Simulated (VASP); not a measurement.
Write the native input for VASP 6.6.1 that does the following.

| Quantity | Value |
| --- | --- |
| Task | single point |
| Functional | r2SCAN |
| Potentials or basis | VASP PAW PBE potentials, release 64 (B, N) |
| Cutoff | 660 eV |
| k mesh | 10 × 10 × 10 |
| Occupations | gaussian, width 0.01 eV |
| Spin | no spin polarisation |
| Dipole correction | no |
| Further INCAR settings | ALGO = Normal; EDIFF = 1e-06; NBANDS = 11 |

Crystal: BN.

```
B N
1.0
     0.00000    1.74583    1.74583
     1.74583    0.00000    1.74583
     1.74583    1.74583    0.00000
B N
1 1
Direct
  0.00000 0.00000 0.00000
  0.50000 0.50000 0.50000
```

One way to write it, as run:

POSCAR

```
BN
1.0
    0.0000000000      1.7458259350      1.7458259350
    1.7458259350      0.0000000000      1.7458259350
    1.7458259350      1.7458259350      0.0000000000
B N
1 1
Direct
    0.0000000000      0.0000000000      0.0000000000
    0.5000000000      0.5000000000      0.5000000000
```

INCAR.step1

```
PREC = Accurate ; ENCUT = 660
ISMEAR = 0 ; SIGMA = 0.01
LREAL = False ; LASPH = True
NELM = 120 ; NBANDS = 11
GGA = PE ; ALGO = Normal
EDIFF = 1E-5 ; LWAVE = True
LCHARG = False ; GGA_COMPAT = False
```

INCAR.step2

```
PREC = Accurate ; ENCUT = 660
EDIFF = 1E-6 ; ISMEAR = 0
SIGMA = 0.01 ; LREAL = False
LASPH = True ; NELM = 120
ALGO = Normal ; ISIF = 2
LWAVE = False ; LCHARG = False
METAGGA = R2SCAN ; LMIXTAU = True
NBANDS = 11 ; ISTART = 1
GGA_COMPAT = False
```

KPOINTS

```
regular mesh
0
Gamma
  10 10 10
```

Potentials or basis: VASP PAW PBE potentials, release 64 (B, N).

Run with:

```console
$ cat potpaw_PBE.64/B/POTCAR potpaw_PBE.64/N/POTCAR > POTCAR
$ cp INCAR.step1 INCAR
$ mpirun -np 1 vasp_std > vasp.out
$ cp INCAR.step2 INCAR
$ mpirun -np 1 vasp_std > vasp.out
```

Results of the run:

```json
{"Pressure": "0.6 GPa", "Band gap on the k mesh": "1.47 eV, indirect (least direct gap 6.51 eV)"}
```

Caveat: the PAW data sets were made with another functional, which shifts forces and pressure a little.

Wall time 49 s on 1 thread of Intel(R) Xeon(R) Platinum 8259CL CPU @ 2.50GHz (Skylake/Cascade Lake), with other jobs on the host, peak memory 0.13 GiB.
